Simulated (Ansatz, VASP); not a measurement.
# NbAl2F3: VASP beside Ansatz

Contents of INCAR:

```
SYSTEM = NbAl2F3
  PREC = Accurate
  ENCUT = 520
  EDIFF = 1E-6
  ISMEAR = 0
  SIGMA = 0.1
  LREAL = .False.
  LASPH = .True.
  NELM = 100
  ALGO = Normal
  ISIF = 2
  LWAVE = .False.
  LCHARG = .False.
  GGA = PE
  NBANDS = 29
```

File KPOINTS:

```
regular mesh
0
Gamma
  6 6 4
  0 0 0
```

Contents of POSCAR:

```
NbAl2F3
1.0
    3.6468699900      0.0000000000      0.0000000000
   -1.8234350000      3.1582820600      0.0000000000
    0.0000000000      0.0000000000      6.8162621900
Al Nb F
2 1 3
Direct
    0.6666666700      0.3333333300      0.2354539900
    0.6666666700      0.3333333300      0.7645460100
    0.0000000000      0.0000000000      0.0000000000
    0.0000000000      0.0000000000      0.5000000000
    0.3333333300      0.6666666700      0.0000000000
    0.3333333300      0.6666666700      0.5000000000
```

Input for Ansatz:

```yaml
crystal:
  lattice:
    - [3.64686999, 0.0, 0.0]
    - [-1.823435, 3.15828206, 0.0]
    - [0.0, 0.0, 6.81626219]
  atoms:
    - { symbol: Al, position: [0.66666667, 0.33333333, 0.23545399] }
    - { symbol: Al, position: [0.66666667, 0.33333333, 0.76454601] }
    - { symbol: Nb, position: [0.0, 0.0, 0.0] }
    - { symbol: F, position: [0.0, 0.0, 0.5] }
    - { symbol: F, position: [0.33333333, 0.66666667, 0.0] }
    - { symbol: F, position: [0.33333333, 0.66666667, 0.5] }
basis:
  ecutwfc: 420
kpoints:
  mp_grid: { grid: [6, 6, 4] }
hamiltonian:
  xc: pbe
scf:
  occupations: { method: gaussian, width: 0.1 }
  lower_state_search: "off"
output:
  forces: true
  stress: true
  eigenvalues: true
```

Change from the starting cell: species swapped into the Ce2NiGe3 type (P-6m2, No. 187).

Alike in both runs: task single point; functional PBE; k mesh 6 × 6 × 4; occupations gaussian, width 0.1 eV; no spin polarisation.

|  | VASP | Ansatz |
| --- | --- | --- |
| version | VASP 6.6.1 | Ansatz 0.2.0 |
| potentials or method | VASP PAW PBE potentials, release 64 (Al, Nb_sv, F), cutoff 520 eV | scalar-relativistic, plane waves, PAW |
| valence electrons in the cell | 40 | 40 |

|  | VASP | Ansatz | Ansatz less VASP |
| --- | --- | --- | --- |
| gap on the k mesh at the Fermi level (eV) | none | none | - |
| pressure (GPa) | 16.0 | 16.4 | +0.32 |
| traceless stress, the component that is largest in VASP (GPa) | -11.39 | -11.36 | +0.033 |
| rms of the force components (eV/Å) | 1.668 | 1.673 | +0.0043 |

Atom by atom the forces differ by 0.004 eV/Å (rms over components). A gap of «none» marks a metal or a gap that the smearing closes. With one functional, cell and mesh, what is left measures potentials, basis and numerics.
